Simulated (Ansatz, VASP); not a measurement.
B5O in VASP and in Ansatz

```
B O
1.0
     4.04582    0.00000    0.00000
    -2.02291    3.50378    0.00000
     0.00000    0.00000    2.91147
B O
5 1
Cartesian
  2.0229 1.1679 0.0000
  0.0000 2.3359 0.0000
  1.0115 1.7519 1.4557
  -1.0115 1.7519 1.4557
  2.0229 0.0000 1.4557
  0.0000 0.0000 0.0000
```

Alike in both runs: functional PBE; k mesh 12 × 12 × 14; occupations gaussian, width 0.1 eV; no spin polarisation.

Ansatz relaxed the structure, and its values are those at the end. VASP's run is a single point on that final structure, the one shown.

|  | VASP | Ansatz |
| --- | --- | --- |
| version | VASP 6.6.1 | Ansatz 0.2.0 |
| potentials or method | VASP PAW PBE potentials, release 64 (B, O), cutoff 520 eV | scalar-relativistic, plane waves, PAW |
| valence electrons in the cell | 21 | 21 |

Ansatz gave:

```
gap on the k mesh at the Fermi level (eV) : none
pressure (GPa)                            : 0.0
```

What did VASP give for the same quantities?

gap on the k mesh at the Fermi level (eV): none; pressure (GPa): -0.2.

A gap of «none» marks a metal or a gap that the smearing closes.
